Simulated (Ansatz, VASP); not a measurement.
## Ni: VASP beside Ansatz

INCAR

```
SYSTEM = Ni
  PREC = Accurate
  ENCUT = 520
  EDIFF = 1E-6
  ISMEAR = 0
  SIGMA = 0.1
  LREAL = .False.
  LASPH = .True.
  NELM = 150
  ALGO = Normal
  ISIF = 2
  LWAVE = .False.
  LCHARG = .True.
  ISPIN = 2
  MAGMOM = 2
  LORBIT = 11
  LMAXMIX = 4
  LDIPOL = .True.
  IDIPOL = 3
  DIPOL = 0.5 0.5 0.500
  GGA = PE
  LELF = .True.
  LVHAR = .True.
  LVACPOTAV = .True.
  NBANDS = 15
```

Contents of KPOINTS:

```
regular mesh
0
Gamma
  12 12 1
  0 0 0
```

The input POSCAR:

```
Ni
1.0
    2.3585070000      0.0000000000      0.0000000000
   -1.1792540000      2.0425270000      0.0000000000
    0.0000000000      0.0000000000     14.0000000000
Ni
1
Direct
    0.0000000000      0.0000000000      0.5000000000
```

Input for Ansatz:

```yaml
crystal:
  lattice:
    - [2.358507, 0.0, 0.0]
    - [-1.179254, 2.042527, 0.0]
    - [0.0, 0.0, 14.0]
  atoms:
    - { symbol: Ni, position: [0.0, 0.0, 0.5], spin: 2.0 }
  periodic: [true, true, false]
basis:
  ecutwfc: 420
kpoints:
  mp_grid: { grid: [12, 12, 1] }
hamiltonian:
  xc: pbe
scf:
  occupations: { method: gaussian, width: 0.1 }
  lower_state_search: "off"
output:
  forces: true
  stress: true
  eigenvalues: true
  populations: true
magnetization:
  spin_polarized: true
```

Alike in both runs: task single point; functional PBE; k mesh 12 × 12 × 1; occupations gaussian, width 0.1 eV; collinear spin.

|  | VASP | Ansatz |
| --- | --- | --- |
| version | VASP 6.6.1 | Ansatz 0.2.0 |
| potentials or method | VASP PAW PBE potentials, release 64 (Ni), cutoff 520 eV | scalar-relativistic, plane waves, PAW |
| valence electrons in the cell | 10 | 18 |

Ansatz gave:

```
gap on the k mesh at the Fermi level (eV)                     : none
net moment per atom (μB)                                      : 0.85
size of the moment on the site where the two differ most (μB) : 0.92
```

What did VASP give for the same quantities?

gap on the k mesh at the Fermi level (eV): none; net moment per atom (μB): 0.85; size of the moment on the site where the two differ most (μB): 0.88.

Site moments also hang on the region over which each program counts them. A gap of «none» marks a metal or a gap that the smearing closes. VASP's potentials hold 10 valence electrons a cell and Ansatz's 18, so a difference there can come from the potentials and not from the codes. Ansatz's warnings: slab cell height set.
